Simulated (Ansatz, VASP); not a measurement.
**SnSe: VASP beside Ansatz**

```
Sn Se
1.0
     0.00000    3.01000    3.01000
     3.01000    0.00000    3.01000
     3.01000    3.01000    0.00000
Sn Se
1 1
Direct
  0.00000 0.00000 0.00000
  0.50000 0.50000 0.50000
```

Alike in both runs: task single point; functional PBE; k mesh 8 × 8 × 8; occupations gaussian, width 0.05 eV; no spin polarisation.

|  | VASP | Ansatz |
| --- | --- | --- |
| version | VASP 6.6.1 | Ansatz 0.2.0 |
| potentials or method | VASP PAW PBE potentials, release 64 (Sn_d, Se), cutoff 500 eV | scalar-relativistic, plane waves, PAW |
| valence electrons in the cell | 20 | 30 |

```csv
,VASP,Ansatz,Ansatz less VASP
gap on the k mesh at the Fermi level (eV),0.58,0.58,-0.001
least direct gap on the mesh (eV),0.58,0.58,-0.001
pressure (GPa),0.9,0.9,+0.01
```

VASP's potentials hold 20 valence electrons a cell and Ansatz's 30, so a difference there can come from the potentials and not from the codes.
